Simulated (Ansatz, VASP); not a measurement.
# Cd2Ga: VASP beside Ansatz

The input POSCAR:

```
Cd2Ga
1.0
   -2.1884874714      2.1884874714      3.5893444904
    2.1884874714     -2.1884874714      3.5893444904
    2.1884874714      2.1884874714     -3.5893444904
Cd Ga
2 1
Direct
    0.5930000000      0.5930000000      0.0000000000
    0.4070000000      0.4070000000      0.0000000000
    0.0000000000      0.0000000000      0.0000000000
```

INCAR.step1

```
PREC     = Accurate       # precision mode
ENCUT    = 600            # plane-wave cutoff, eV
ISMEAR   = 0              # smearing method
SIGMA    = 0.1            # smearing width, eV
LREAL    = False          # projectors in reciprocal space
LASPH    = True           # aspherical terms in the spheres
NELM     = 120            # most SCF steps
NBANDS   = 34             # bands
GGA      = PE             # functional
ALGO     = Normal         # electronic algorithm
EDIFF    = 1E-5           # SCF threshold, eV
LWAVE    = True           # write WAVECAR
LCHARG   = False          # write CHGCAR
GGA_COMPAT= False
```

File INCAR.step2:

```
PREC     = Accurate       # precision mode
ENCUT    = 600            # plane-wave cutoff, eV
EDIFF    = 1E-6           # SCF threshold, eV
ISMEAR   = 0              # smearing method
SIGMA    = 0.1            # smearing width, eV
LREAL    = False          # projectors in reciprocal space
LASPH    = True           # aspherical terms in the spheres
NELM     = 120            # most SCF steps
ALGO     = Normal         # electronic algorithm
ISIF     = 2              # what is computed and relaxed
LWAVE    = False          # write WAVECAR
LCHARG   = False          # write CHGCAR
METAGGA  = R2SCAN         # meta-GGA
LMIXTAU  = True         
NBANDS   = 34             # bands
ISTART   = 1            
GGA_COMPAT= False
```

File KPOINTS:

```
regular mesh
0
Gamma
  6 6 6
```

Input for Ansatz:

```yaml
crystal:
  lattice:
    - [-2.1884874714, 2.1884874714, 3.5893444904]
    - [2.1884874714, -2.1884874714, 3.5893444904]
    - [2.1884874714, 2.1884874714, -3.5893444904]
  atoms:
    - { symbol: Cd, position: [0.593, 0.593, 0.0] }
    - { symbol: Cd, position: [0.407, 0.407, 0.0] }
    - { symbol: Ga, position: [0.0, 0.0, 0.0] }
basis:
  ecutwfc: 500
kpoints:
  mp_grid: { grid: [6, 6, 6] }
hamiltonian:
  xc: r2scan
scf:
  occupations: { method: gaussian, width: 0.1 }
  lower_state_search: "off"
output:
  forces: true
  stress: true
  eigenvalues: true
```

Alike in both runs: task single point; functional r2SCAN; k mesh 6 × 6 × 6; occupations gaussian, width 0.1 eV; no spin polarisation.

```csv
,VASP,Ansatz
version,VASP 6.6.1,Ansatz 0.2.0
potentials or method,"VASP PAW PBE potentials, release 64 (Cd_sv_GW, Ga_d), cutoff 600 eV","scalar-relativistic, plane waves, PAW"
valence electrons in the cell,53,53
```

Ansatz gave:

```
gap on the k mesh at the Fermi level (eV) : none
rms of the force components (eV/Å)        : 159.441
```

Task: Which values does VASP return?

Result: gap on the k mesh at the Fermi level (eV): none; rms of the force components (eV/Å): 130.321.

VASP's potentials were made for PBE, not for r2SCAN. Atom by atom the forces differ by 29.120 eV/Å (rms over components). A gap of «none» marks a metal or a gap that the smearing closes. With one functional, cell and mesh, what is left measures potentials, basis and numerics.
